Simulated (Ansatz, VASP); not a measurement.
# One calculation of BN, two programs

```
B N
1.0
     2.50245    0.00000    0.00000
    -1.25123    2.16719    0.00000
     0.00000    0.00000    4.21010
B N
2 2
Cartesian
  0.0000 1.4448 0.0003
  1.2512 0.7224 2.1054
  0.0000 1.4448 1.5743
  1.2512 0.7224 3.6793
```

Change from the starting cell: strained cell.

Alike in both runs: functional PBEsol; k mesh 9 × 9 × 6; occupations gaussian, width 0.02 eV; no spin polarisation.

Ansatz relaxed the structure, and its values are those at the end. VASP's run is a single point on that final structure, the one shown.

|  | VASP | Ansatz |
| --- | --- | --- |
| version | VASP 6.6.1 | Ansatz 0.2.0 |
| potentials or method | VASP PAW PBE potentials, release 64 (B, N), cutoff 520 eV | scalar-relativistic, plane waves, PAW |
| valence electrons in the cell | 16 | 16 |

VASP gave:

* gap on the k mesh at the Fermi level (eV): 4.79
* least direct gap on the mesh (eV): 8.18
* pressure (GPa): 12.5
* rms of the force components (eV/Å): 0.006

Question: Which values does Ansatz return?

Answer: gap on the k mesh at the Fermi level (eV): 4.80; least direct gap on the mesh (eV): 8.18; pressure (GPa): 11.6; rms of the force components (eV/Å): 0.000.

VASP's potentials were made for PBE, not for PBEsol, and Ansatz warns of the same on its side. With one functional, cell and mesh, what is left measures potentials, basis and numerics. Ansatz's warnings: stress scf threshold loose.
